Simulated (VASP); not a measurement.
# Mg4Se (P-3m1) in VASP: relaxation of shape and atoms at fixed volume with PBE

Aim: the relaxation of shape and atoms at fixed volume of Mg4Se with PBE.

Everything below comes from runs of VASP 6.6.1. Logs are shortened: lines on timing, memory, paths and dates and some standing lists are left out, and cuts for length are marked.

## Step 1: The cell of the first run

It takes space group P-3m1 (No. 164, trigonal). Conventional cell: a = 3.710 Å, b = 3.710 Å, c = 21.606 Å, α = 90.00°, β = 90.00°, γ = 120.00°. Mg (site symmetry -3m) has 6 Se at 2.72 Å and 6 Mg at 3.71 Å within 3.8 Å. Within 3.8 Å of Mg (site symmetry 3m) lie 3 Se at 2.72 Å and 9 Mg at 3.29 to 3.71 Å. Within 4.3 Å of Mg (site symmetry 3m) lie 12 Mg at 3.27 to 3.71 Å. Mg (site symmetry -3m) has 12 Mg at 3.27 to 3.71 Å within 4.3 Å. Mg (site symmetry 3m) has 12 Mg at 3.28 to 3.71 Å within 4.3 Å. Se (site symmetry 3m) has 6 Mg at 2.72 Å and 6 Se at 3.71 Å within 3.8 Å.

## Step 2: Relaxation of shape and atoms at fixed volume, PBE (25.76 Å³/atom)

INCAR reads:

```
SYSTEM = Mg4Se
PREC = Accurate
ENCUT = 600
EDIFF = 1E-6
ISMEAR = 0
SIGMA = 0.1
LREAL = .FALSE.
LASPH = .TRUE.
NELM = 60
ALGO = Normal
ISIF = 4
LWAVE = .FALSE.
LCHARG = .FALSE.
GGA = PE
IBRION = 2
NSW = 50
EDIFFG = -0.01
```

KPOINTS reads:

```
regular mesh
0
G
  12 12 2
  0 0 0
```

POSCAR reads:

```
Mg4Se
1.0
    3.7101609356      0.0000000000      0.0000000000
   -1.8550804678      3.2130936224      0.0000000000
    0.0000000000      0.0000000000     21.6055154549
Mg Se
8 2
Direct
    0.0000000000      0.0000000000      0.0000000000
    0.6666666667      0.3333333333      0.1549255818
    0.3333333333      0.6666666667      0.8450744182
    0.6666666667      0.3333333333      0.6144718102
    0.0000000000      0.0000000000      0.5000000000
    0.3333333333      0.6666666667      0.3855281898
    0.0000000000      0.0000000000      0.2706552738
    0.0000000000      0.0000000000      0.7293447262
    0.6666666667      0.3333333333      0.9223417530
    0.3333333333      0.6666666667      0.0776582470
```

Potentials or basis: VASP PAW PBE potentials, release 64 (Mg, Se).

Launch:

```bash
> cat potpaw_PBE.64/Mg/POTCAR potpaw_PBE.64/Se/POTCAR > POTCAR
> mpirun -np 1 vasp_std > vasp.out
```

OUTCAR:

```text
SYSTEM = Mg4Se
   PREC = Accurate
   ENCUT = 600
   EDIFF = 1E-6
   ISMEAR = 0
   LREAL = .FALSE.
   LASPH = .TRUE.
   NELM = 60
   ISIF = 4
   GGA = PE
   IBRION = 2
   NSW = 50
   EDIFFG = -0.01

 ion  position               nearest neighbor table
   1  0.000  0.000  0.000-   9 2.72  10 2.72   9 2.72  10 2.72   9 2.72  10 2.72
   2  0.667  0.333  0.155-  10 2.72  10 2.72  10 2.72   7 3.29   7 3.29   7 3.29
   3  0.333  0.667  0.845-   9 2.72   9 2.72   9 2.72   8 3.29   8 3.29   8 3.29
   4  0.667  0.333  0.614-   5 3.27   5 3.27   5 3.27   8 3.28   8 3.28   8 3.28
   5  0.000  0.000  0.500-   4 3.27   6 3.27   4 3.27   6 3.27   4 3.27   6 3.27
   6  0.333  0.667  0.386-   5 3.27   5 3.27   5 3.27   7 3.28   7 3.28   7 3.28
   7  0.000  0.000  0.271-   6 3.28   6 3.28   6 3.28   2 3.29   2 3.29   2 3.29
   8  0.000  0.000  0.729-   4 3.28   4 3.28   4 3.28   3 3.29   3 3.29   3 3.29
   9  0.667  0.333  0.922-   3 2.72   3 2.72   3 2.72   1 2.72   1 2.72   1 2.72
  10  0.333  0.667  0.078-   2 2.72   2 2.72   2 2.72   1 2.72   1 2.72   1 2.72

  LATTYP: Found a hexagonal cell.
 ALAT       =     3.7101609356
 C/A-ratio  =     5.8233364617

  Lattice vectors:

 A1 = (   3.7101609356,   0.0000000000,   0.0000000000)
 A2 = (  -1.8550804678,   3.2130936224,   0.0000000000)
 A3 = (   0.0000000000,   0.0000000000,  21.6055154549)

Analysis of symmetry for initial positions (statically):
=====================================================================
 Subroutine PRICEL returns:
 Original cell was already a primitive cell.

 Routine SETGRP: Setting up the symmetry group for a
 hexagonal supercell.

 Subroutine GETGRP returns: Found 12 space group operations
 (whereof 12 operations were pure point group operations)
 out of a pool of 24 trial point group operations.

The static configuration has the point symmetry D_3d.

Analysis of symmetry for dynamics (positions and initial velocities):
=====================================================================
 Subroutine PRICEL returns:
 Original cell was already a primitive cell.

 Routine SETGRP: Setting up the symmetry group for a
 hexagonal supercell.

 Subroutine GETGRP returns: Found 12 space group operations
 (whereof 12 operations were pure point group operations)
 out of a pool of 24 trial point group operations.

The dynamic configuration has the point symmetry D_3d.

 Subroutine INISYM returns: Found 12 space group operations
 (whereof 12 operations are pure point group operations),
 and found     1 'primitive' translations

----------------------------------------------------------------------------------------

                                     Primitive cell

  volume of cell :     257.5614
[... 132 lines left out ...]
   AEXX    =    0.0000 exact exchange contribution
   IVDW    =     0    specifies the selected vdW correction
   LEPSILON=     F    determine dielectric tensor
   LRPA    =     F    only Hartree local field effects (RPA)
 conjugate gradient relaxation of ions
 non-spin polarized calculation
 Gauss-broadening in eV      SIGMA  =   0.10
  energy-cutoff  :      600.00
  volume of cell :      257.56
 maximum number of plane-waves:      8661
 NGX is ok and might be reduce to    30
   NGX = 15   NGY = 15   NGZ = 87

--------------------------------------- Ionic step        1  -------------------------------------------

 number of electron      27.9999998 magnetization

 Free energy of the ion-electron system (eV)
  ---------------------------------------------------
  ext. energy  EPLUGINS =         0.00000000
  ---------------------------------------------------
  free energy    TOTEN  =       -22.33858774 eV

  energy without entropy =      -22.31949369  energy(sigma->0) =      -22.32904071

------------------------ aborting loop because EDIFF is reached ----------------------------------------

  FORCE on cell =-STRESS in cart. coord.  units (eV):
  Direction    XX          YY          ZZ          XY          YZ          ZX
  --------------------------------------------------------------------------------------
  -------------------------------------------------------------------------------------
  Total       -3.0776389     -3.0776389     -3.4920556      0.0000000      0.0000000     -0.0000000
  in kB      -19.1446524    -19.1446524    -21.7225586      0.0000000      0.0000000     -0.0000000
  external PRESSURE =     -20.0039545 kB  Pullay stress =       0.0000000 kB
[... 113 lines left out ...]
  FREE ENERGIE OF THE ION-ELECTRON SYSTEM (eV)
  ---------------------------------------------------
  free  energy   TOTEN  =       -22.3403502622 eV

  energy  without entropy=      -22.3215018422  energy(sigma->0) =      -22.33092605

[... ionic steps 4 to 8 ...]

--------------------------------------- Ionic step        9  -------------------------------------------

 number of electron      27.9999999 magnetization

------------------------ aborting loop because EDIFF is reached ----------------------------------------
[... 83 lines left out ...]
--------------------------------------- Ionic step       11  -------------------------------------------

 number of electron      27.9999999 magnetization

 Free energy of the ion-electron system (eV)
  ---------------------------------------------------
  ext. energy  EPLUGINS =         0.00000000
  ---------------------------------------------------
  free energy    TOTEN  =       -22.34136762 eV

  energy without entropy =      -22.32214333  energy(sigma->0) =      -22.33175548

 E-fermi :   2.4565     XC(G=0):  -8.2892

 val. band max:        2.4492772683   @ k =   0.3333   0.3333   0.5000
 cond. band min:       2.4575760615   @ k =   0.1667   0.1667   0.5000
 fundamental gap:      0.0082987932
 Fermi energy:         2.4564534645

 k-point     1 :       0.0000    0.0000    0.0000
  band No.  band energies     occupation
      1     -11.7903      2.00000
      2     -11.3189      2.00000
      3      -3.8964      2.00000
      4      -3.2554      2.00000
      5      -3.0852      2.00000
      6      -2.1341      2.00000
[... 541 lines left out ...]
     19       4.7983      0.00000
     20       5.0199      0.00000

 [... further k-points ...]

------------------------ aborting loop because EDIFF is reached ----------------------------------------

  FORCE on cell =-STRESS in cart. coord.  units (eV):
  Direction    XX          YY          ZZ          XY          YZ          ZX
  --------------------------------------------------------------------------------------
  -------------------------------------------------------------------------------------
  Total       -3.0234309     -3.0234309     -3.0613852      0.0000000     -0.0000000     -0.0000000
  in kB      -18.8074479    -18.8074479    -19.0435449      0.0000000     -0.0000000     -0.0000000
  external PRESSURE =     -18.8861469 kB  Pullay stress =       0.0000000 kB
[... 25 lines left out ...]
  FREE ENERGIE OF THE ION-ELECTRON SYSTEM (eV)
  ---------------------------------------------------
  free  energy   TOTEN  =       -22.3413676227 eV

  energy  without entropy=      -22.3221433328  energy(sigma->0) =      -22.33175548

 reached required accuracy - stopping structural energy minimisation
```

OSZICAR:

```text
N       E                     dE             d eps       ncg     rms          rms(c)
DAV:   1     0.941374688153E+02    0.94137E+02   -0.10017E+04  1520   0.118E+03
DAV:   2    -0.109766894148E+02   -0.10511E+03   -0.99720E+02  2116   0.140E+02
DAV:   3    -0.228535405227E+02   -0.11877E+02   -0.11789E+02  1836   0.490E+01
[... 71 lines left out ...]
  10 F= -.22341281E+02 E0= -.22331683E+02  d E =-.196785E-03
       N       E                     dE             d eps       ncg     rms          rms(c)
DAV:   1    -0.223413669975E+02   -0.85881E-04   -0.73035E-04  1568   0.134E-01    0.611E-03
DAV:   2    -0.223413690524E+02   -0.20550E-05   -0.47568E-05  1900   0.277E-02    0.377E-03
DAV:   3    -0.223413674526E+02    0.15999E-05   -0.12895E-05  1616   0.123E-02    0.244E-03
DAV:   4    -0.223413676227E+02   -0.17016E-06   -0.97817E-07  1048   0.496E-03
  11 F= -.22341368E+02 E0= -.22331755E+02  d E =-.865558E-04
```

It took 44 min on 1 thread of Intel Xeon 8259CL, shared host; peak memory 0.58 GiB.

Results:

* Free energy: -22.3414 eV
* Energy gained by relaxing: 0.3 meV/atom
* Ionic steps: 11
* Pressure after relaxing: -1.9 GPa
* Largest force after relaxing: 0.009 eV/Å
* Band gap on the k mesh: zero (bands 14 and 15 overlap by 1.10 eV)

Forces in eV/Å, atoms in the order of the input:
```
Mg   0.000  0.000  0.000
Mg   0.000  0.000  0.004
Mg   0.000  0.000 -0.004
Mg   0.000  0.000  0.009
Mg   0.000  0.000  0.000
Mg   0.000  0.000 -0.009
Mg   0.000  0.000 -0.007
Mg   0.000  0.000  0.007
Se   0.000  0.000  0.001
Se   0.000  0.000 -0.001
```

Step by step:
| step | energy change (eV) | largest force (eV/Å) | pressure (GPa) | volume (Å³) |
| --- | --- | --- | --- | --- |
| 1 | 0.0000 | 0.0888 | -2.00 | 257.56 |
| 2 | -0.0011 | 0.0611 | -1.97 | 257.56 |
| 3 | -0.0018 | 0.0318 | -1.93 | 257.56 |
| 4 | -0.0018 | 0.0347 | -1.93 | 257.56 |
| 5 | -0.0020 | 0.0237 | -1.92 | 257.56 |
| 6 | -0.0025 | 0.0157 | -1.90 | 257.56 |
| 7 | -0.0025 | 0.0206 | -1.90 | 257.56 |
| 8 | -0.0027 | 0.0126 | -1.89 | 257.56 |
| 9 | -0.0027 | 0.0118 | -1.89 | 257.56 |
| 10 | -0.0027 | 0.0113 | -1.89 | 257.56 |
| 11 | -0.0028 | 0.0090 | -1.89 | 257.56 |

Final structure:
```
Mg Se
1.0
     3.71281    0.00000    0.00000
    -1.85641    3.21539    0.00000
     0.00000    0.00000   21.57467
Mg Se
8 2
Cartesian
  1.8564 3.2154 21.5747
  1.8564 1.0718 3.3170
  0.0000 2.1436 18.2576
  1.8564 1.0718 13.2599
  1.8564 3.2154 10.7873
  0.0000 2.1436 8.3147
  0.0000 0.0000 5.8250
  0.0000 0.0000 15.7497
  1.8564 1.0718 19.9107
  0.0000 2.1436 1.6640
```
